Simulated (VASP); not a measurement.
# Ta (Im-3m) in VASP: further runs

Ta is run at these levels: PBE; tasks: relaxation of cell and atoms, single point.

Everything below comes from runs of VASP 6.6.1. Logs are shortened: lines on timing, memory, paths and dates and some standing lists are left out, and cuts for length are marked.

**1. The cell of the first run**

Symmetry: Im-3m, No. 229, cubic system. The conventional cell has a = 3.303 Å, b = 3.303 Å, c = 3.303 Å, α = 90.00°, β = 90.00°, γ = 90.00°. Within 3.8 Å of Ta (site symmetry m-3m) lie 14 Ta at 2.86 to 3.30 Å.

**2. Relaxation of cell and atoms, PBE, target pressure 50.2 GPa, at which the enthalpy is minimised**

The input, INCAR:

```
SYSTEM = Ta
ALGO = Normal ; EDIFF = 1E-7
EDIFFG = -0.05 ; ENCUT = 600
GGA = PE ; IBRION = 2
ISIF = 3 ; ISMEAR = 0
LASPH = .True. ; LCHARG = .False.
LREAL = .False. ; LWAVE = .False.
NELM = 60 ; NSW = 80
PREC = Accurate ; PSTRESS = 502.0
SIGMA = 0.1
```

The input, KPOINTS:

```
k-points
0
Gamma
  8 8 8
  0 0 0
```

The input, POSCAR:

```
Ta
1.0
   -1.6512800000      1.6512800000      1.6512800000
    1.6512800000     -1.6512800000      1.6512800000
    1.6512800000      1.6512800000     -1.6512800000
Ta
1
Direct
    0.0000000000      0.0000000000      0.0000000000
```

Potentials or basis: VASP PAW PBE potentials, release 64 (Ta_pv).

On the command line:

```bash
$ cat potpaw_PBE.64/Ta_pv/POTCAR > POTCAR
$ mpirun -np 1 vasp_std > vasp.out
```

OUTCAR:

```text
SYSTEM = Ta
   EDIFF = 1E-7
   EDIFFG = -0.05
   ENCUT = 600
   GGA = PE
   IBRION = 2
   ISIF = 3
   ISMEAR = 0
   LASPH = .True.
   LREAL = .False.
   NELM = 60
   NSW = 80
   PREC = Accurate
   PSTRESS = 502.0

 ion  position               nearest neighbor table
   1  0.000  0.000  0.000-

  LATTYP: Found a body centered cubic cell.
 ALAT       =     3.3025600000

  Lattice vectors:

 A1 = (  -1.6512800000,   1.6512800000,   1.6512800000)
 A2 = (   1.6512800000,  -1.6512800000,   1.6512800000)
 A3 = (   1.6512800000,   1.6512800000,  -1.6512800000)

Analysis of symmetry for initial positions (statically):
=====================================================================
 Subroutine PRICEL returns:
 Original cell was already a primitive cell.

 Routine SETGRP: Setting up the symmetry group for a
 body centered cubic supercell.

 Subroutine GETGRP returns: Found 48 space group operations
 (whereof 48 operations were pure point group operations)
 out of a pool of 48 trial point group operations.

The static configuration has the point symmetry O_h .

Analysis of symmetry for dynamics (positions and initial velocities):
=====================================================================
 Subroutine PRICEL returns:
 Original cell was already a primitive cell.

 Routine SETGRP: Setting up the symmetry group for a
 body centered cubic supercell.

 Subroutine GETGRP returns: Found 48 space group operations
 (whereof 48 operations were pure point group operations)
 out of a pool of 48 trial point group operations.

The dynamic configuration has the point symmetry O_h .

 Subroutine INISYM returns: Found 48 space group operations
 (whereof 48 operations are pure point group operations),
 and found     1 'primitive' translations

----------------------------------------------------------------------------------------

                                     Primitive cell

  volume of cell :      18.0104

  direct lattice vectors                    reciprocal lattice vectors
    -1.651280000  1.651280000  1.651280000     0.000000000  0.302795407  0.302795407
     1.651280000 -1.651280000  1.651280000     0.302795407  0.000000000  0.302795407
     1.651280000  1.651280000 -1.651280000     0.302795407  0.302795407  0.000000000

  length of vectors
     2.860100858  2.860100858  2.860100858     0.428217371  0.428217371  0.428217371

  position of ions in fractional coordinates (direct lattice)
     0.000000000  0.000000000  0.000000000

  ion indices of the primitive-cell ions
   primitive index   ion index
                 1           1

----------------------------------------------------------------------------------------

 KPOINTS: k-points

Automatic generation of k-mesh.
 Grid dimensions read from file:
 generate k-points for:    8    8    8

 Generating k-lattice:

  Cartesian coordinates                     Fractional coordinates (reciprocal lattice)
     0.000000000  0.037849426  0.037849426     0.125000000  0.000000000  0.000000000
     0.037849426  0.000000000  0.037849426     0.000000000  0.125000000  0.000000000
     0.037849426  0.037849426  0.000000000     0.000000000  0.000000000  0.125000000

  Length of vectors
     0.053527171  0.053527171  0.053527171

  Shift w.r.t. Gamma in fractional coordinates (k-lattice)
     0.000000000  0.000000000  0.000000000

 Subroutine IBZKPT returns following result:
 ===========================================

 Found     29 irreducible k-points:

 Following reciprocal coordinates:
            Coordinates               Weight
  0.000000  0.000000  0.000000      1.000000
  0.125000  0.000000  0.000000     12.000000
  0.250000  0.000000  0.000000     12.000000
  0.375000  0.000000  0.000000     12.000000
  0.500000  0.000000  0.000000      6.000000
  0.125000  0.125000  0.000000     24.000000
[... 16 lines left out ...]
 -0.250000  0.250000  0.250000      6.000000
 -0.375000  0.375000  0.250000     24.000000
 [... further k-points ...]
   k-points           NKPTS =     29   k-points in BZ     NKDIM =     29   number of bands    NBANDS=      9
   number of dos      NEDOS =    301   number of ions     NIONS =      1
   total plane-waves  NPLWV =  13824
   dimension x,y,z NGX =    24 NGY =   24 NGZ =   24
   dimension x,y,z NGXF=    48 NGYF=   48 NGZF=   48
   ions per type =               1
   NGX,Y,Z   is equivalent  to a cutoff of  13.95, 13.95, 13.95 a.u.
   NGXF,Y,Z  is equivalent  to a cutoff of  27.90, 27.90, 27.90 a.u.
 SYSTEM =  Ta
   PREC   = accura    normal or accurate (medium, high low for compatibility)
   ISTART =      0    job   : 0-new  1-cont  2-samecut
   ICHARG =      2    charge: 1-file 2-atom 10-const
   ISPIN  =      1    spin polarized calculation?
   LNONCOLLINEAR =      F non collinear calculations
   LSORBIT =      F    spin-orbit coupling
   LASPH  =      T    aspherical Exc in radial PAW
   ENCUT  =  600.0 eV  44.10 Ry    6.64 a.u.   5.71  5.71  5.71*2*pi/ulx,y,z
   NELM   =     60;   NELMIN=  2; NELMDL= -5     # of ELM steps
   EDIFF  = 0.1E-06   stopping-criterion for ELM
   LREAL  =      F    real-space projection
   EDIFFG = -.5E-01   stopping-criterion for IOM
   NSW    =     80    number of steps for IOM
   IBRION =      2    ionic relax: 0-MD 1-quasi-New 2-CG
   NFREE  =      1    steps in history (QN), initial steepest desc. (CG)
   ISIF   =      3    stress and relaxation
   ISYM   =      2    0-nonsym 1-usesym 2-fastsym
   POTIM  = 0.5000    time-step for ionic-motion
   TEBEG  =    0.0;   TEEND  =   0.0 temperature during run
   PSTRESS=  502.0 pullay stress
   NELECT =      11.0000    total number of electrons
   NUPDOWN=      -1.0000    fix difference up-down
   EMIN   =  10.00;   EMAX   =-10.00  energy-range for DOS
   EFERMI =   0.00;   METHOD = LEGACY
   ISMEAR =     0;   SIGMA  =   0.10  broadening in eV -4-tet -1-fermi 0-gaus
   EFERMI_NEDOS =   21; number of points for ismear=-14 and -15
   IALGO  =     38    algorithm
   IMIX   =      4    mixing-type and parameters
     AMIX     =   0.40;   BMIX     =  1.00
     AMIX_MAG =   1.60;   BMIX_MAG =  1.00
  volume/ion in A,a.u.               =      18.01       121.54
  Fermi-wavevector in a.u.,A,eV,Ry     =   1.388988  2.624806 26.249534  1.929286
  Thomas-Fermi vector in A             =   2.513061
   LORBIT       =      0    0 simple, 1 ext, 2 COOP (PROOUT), +10 PAW based schemes
   GGA     = PE    functional components
   LHFCALC =     F    Hartree Fock is set to
   AEXX    =    0.0000 exact exchange contribution
   IVDW    =     0    specifies the selected vdW correction
   LEPSILON=     F    determine dielectric tensor
   LRPA    =     F    only Hartree local field effects (RPA)
 conjugate gradient relaxation of ions
 non-spin polarized calculation
 Gauss-broadening in eV      SIGMA  =   0.10
  energy-cutoff  :      600.00
  volume of cell :       18.01
 maximum number of plane-waves:       614
   NGX = 11   NGY = 11   NGZ = 11

--------------------------------------- Ionic step        1  -------------------------------------------

 number of electron      11.0000002 magnetization

 Free energy of the ion-electron system (eV)
  ---------------------------------------------------
  ext. energy  EPLUGINS =         0.00000000
  ---------------------------------------------------
  free energy    TOTEN  =       -11.83627715 eV

  energy without entropy =      -11.83252263  energy(sigma->0) =      -11.83439989

------------------------ aborting loop because EDIFF is reached ----------------------------------------

  FORCE on cell =-STRESS in cart. coord.  units (eV):
  Direction    XX          YY          ZZ          XY          YZ          ZX
  --------------------------------------------------------------------------------------
  -------------------------------------------------------------------------------------
  Total        0.1287658      0.1287658      0.1287658     -0.0000000      0.0000000      0.0000000
  in kB       11.4548355     11.4548355     11.4548355     -0.0000000      0.0000000      0.0000000
  external PRESSURE =    -490.5451645 kB  Pullay stress =     502.0000000 kB
[... 22 lines left out ...]
  enthalpy is  TOTEN    =        -6.1932090847 eV   P V=        5.6430680644

--------------------------------------- Ionic step        2  -------------------------------------------

 number of electron      11.0000000 magnetization

 E-fermi :  18.1175     XC(G=0): -18.1736

 val. band max:       18.0769107606   @ k =  -0.3750   0.3750   0.2500
 cond. band min:      18.6089328661   @ k =  -0.2500   0.2500   0.2500
 fundamental gap:      0.5320221055
 Fermi energy:        18.1174932338

 k-point     1 :       0.0000    0.0000    0.0000
  band No.  band energies     occupation
      1     -12.7568      2.00000
      2     -12.7568      2.00000
      3     -12.7568      2.00000
      4       9.4361      2.00000
      5      15.0657      2.00000
      6      15.0657      2.00000
      7      15.0657      2.00000
      8      22.5927      0.00000
      9      22.5927      0.00000
[... 384 lines left out ...]
  enthalpy is  TOTEN    =        -6.6600816099 eV   P V=        4.8875842846

--------------------------------------- Ionic step        5  -------------------------------------------

 number of electron      11.0000000 magnetization

 Free energy of the ion-electron system (eV)
  ---------------------------------------------------
  ext. energy  EPLUGINS =         0.00000000
  ---------------------------------------------------
  free energy    TOTEN  =       -11.44783200 eV

  energy without entropy =      -11.44262932  energy(sigma->0) =      -11.44523066

 E-fermi :   6.7699     XC(G=0): -13.4954

 val. band max:        6.7300687186   @ k =   0.2500   0.0000   0.0000
 cond. band min:       6.7725803191   @ k =  -0.2500   0.2500   0.1250
 fundamental gap:      0.0425116005
 Fermi energy:         6.7698669662

 k-point     1 :       0.0000    0.0000    0.0000
  band No.  band energies     occupation
      1     -25.4854      2.00000
      2     -25.4854      2.00000
      3     -25.4854      2.00000
      4      -1.5892      2.00000
      5       7.6091      0.00000
      6       7.6091      0.00000
      7       7.6091      0.00000
      8      11.5066      0.00000
      9      11.5066      0.00000
[... 304 lines left out ...]
  FREE ENERGIE OF THE ION-ELECTRON SYSTEM (eV)
  ---------------------------------------------------
  free  energy   TOTEN  =       -11.4478320040 eV

  energy  without entropy=      -11.4426293176  energy(sigma->0) =      -11.44523066

  enthalpy is  TOTEN    =        -6.6692184241 eV   P V=        4.7786135798

 reached required accuracy - stopping structural energy minimisation
```

Run time: 23 s. Hardware: 1 thread of Intel Xeon Platinum 8259CL at 2.50GHz (Skylake/Cascade Lake), shared host; peak memory 0.16 GiB.

What came out:

```
Free energy                                            : -11.4478 eV
Relaxed volume                                         : 15.25 Å³/atom
Relaxed cell                                           : a = 2.706 Å, b = 2.706 Å, c = 2.706 Å, α = 109.47°, β = 109.47°, γ = 109.47°
Space group after relaxing (to 0.05 Å)                 : Im-3m (No. 229)
Energy change on relaxing (the enthalpy is what falls) : +388.4 meV/atom
Ionic steps                                            : 5
Pressure after relaxing                                : 50.2 GPa
```

Step by step:
| step | energy change (eV) | largest force (eV/Å) | pressure (GPa) | volume (Å³) |
| --- | --- | --- | --- | --- |
| 1 | 0.0000 | 0.0000 | 1.15 | 18.01 |
| 2 | 18.3687 | 0.0000 | 1189.37 | 7.12 |
| 3 | 0.2088 | 0.0000 | 34.44 | 15.93 |
| 4 | 0.2886 | 0.0000 | 41.88 | 15.60 |
| 5 | 0.3884 | 0.0000 | 50.22 | 15.25 |

Final structure:
```
CELL_PARAMETERS angstrom
-1.56225 1.56225 1.56225
1.56225 -1.56225 1.56225
1.56225 1.56225 -1.56225
ATOMIC_POSITIONS crystal
Ta 0.00000 0.00000 0.00000
```

Levels at points of the mesh, in eV from the Fermi level:
```
           k point  band 3  band 4  band 5  band 6  band 7  band 8
(0.00, 0.00, 0.00)  -32.26   -8.36    0.84    0.84    0.84    4.74
(0.50, 0.00, 0.00)  -32.28   -5.04   -1.97    2.69    4.77    5.99
(0.50, 0.50, 0.50)  -33.61   -4.77   -4.77    8.43    8.43    8.43
```

Caveat: the cell is relaxed towards a set pressure, so the enthalpy falls and the energy may rise; the volume moved by over 15 % at a fixed basis, so the end points are rough; spin-orbit coupling is left out, which moves the levels of the heavy elements.

(Part 1 of 2 ends here.)
